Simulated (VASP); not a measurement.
Input of a VASP 6.6.1 run:

The input INCAR:

```
SYSTEM = CsMg2Br2
PREC = Accurate
ENCUT = 520
EDIFF = 1E-6
ISMEAR = 0
SIGMA = 0.1
LREAL = .False.
LASPH = .True.
NELM = 80
ALGO = Normal
ISIF = 2
LWAVE = .False.
LCHARG = .False.
GGA = PE
NBANDS = 22
```

KPOINTS

```
regular mesh
0
Gamma
  3 3 4
  0 0 0
```

POSCAR

```
CsMg2Br2
1.0
    5.9343773400      0.0000000000      0.0000000000
   -2.9671886700      5.1393215400      0.0000000000
    0.0000000000      0.0000000000      5.2210592400
Cs Mg Br
1 2 2
Direct
    0.0000000000      0.0000000000      0.5000000000
    0.3333333300      0.6666666700      0.5000000000
    0.6666666700      0.3333333300      0.5000000000
    0.3333333300      0.6666666700      0.0000000000
    0.6666666700      0.3333333300      0.0000000000
```

Potentials or basis: VASP PAW PBE potentials, release 64 (Cs_sv, Mg, Br).

Command:

```console
$ cat potpaw_PBE.64/Cs_sv/POTCAR potpaw_PBE.64/Mg/POTCAR potpaw_PBE.64/Br/POTCAR > POTCAR
$ mpirun -np 1 vasp_std > vasp.out
```

**Question.** What does it give for the pressure?

**Answer.** 5.1 GPa.

Stress tensor (GPa, compression positive):
```
5.89 0.00 0.00
0.00 5.89 0.00
0.00 0.00 3.38
```

Caveat: the k points lie up to 0.41 Å⁻¹ apart; an odd number of electrons without spin polarisation forces a metal; a magnetic or distorted state may lie lower.
